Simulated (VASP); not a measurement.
Here is a VASP 6.6.1 calculation.

File INCAR:

```
PREC = Accurate
ENCUT = 600
EDIFF = 1E-6
ISMEAR = 0
SIGMA = 0.02
LREAL = False
LASPH = True
NELM = 120
ALGO = Normal
ISIF = 2
LWAVE = False
LCHARG = True
GGA = PS
LELF = True
LVHAR = True
NBANDS = 28
GGA_COMPAT = False
```

The input KPOINTS:

```
Automatic mesh
0
Gamma
  6 6 6
```

The input POSCAR:

```
BaZrO3
1.0
    4.1807190623      0.0000000000      0.0000000000
    0.0000000000      4.1807190623      0.0000000000
    0.0000000000      0.0000000000      4.1807190623
Ba Zr O
1 1 3
Direct
    0.0000000000      0.0000000000      0.0000000000
    0.5000000000      0.5000000000      0.5000000000
    0.5000000000      0.5000000000      0.0000000000
    0.0000000000      0.5000000000      0.5000000000
    0.5000000000      0.0000000000      0.5000000000
```

Potentials or basis: VASP PAW PBE potentials, release 64 (Ba_sv, Zr_sv, O).

Command:

```sh
$ cat potpaw_PBE.64/Ba_sv/POTCAR potpaw_PBE.64/Zr_sv/POTCAR potpaw_PBE.64/O/POTCAR > POTCAR
$ mpirun -np 1 vasp_std > vasp.out
```

Problem. What does it give for the band gap on the k mesh?

Solution. 3.12 eV (least direct gap 3.34 eV).

Problem. Predict the pressure.

Solution. 1.0 GPa.

Caveat: the PAW data sets were made with another functional, which shifts forces and pressure a little; spin-orbit coupling is left out, which moves the levels of the heavy elements. A k mesh can miss the band edges.
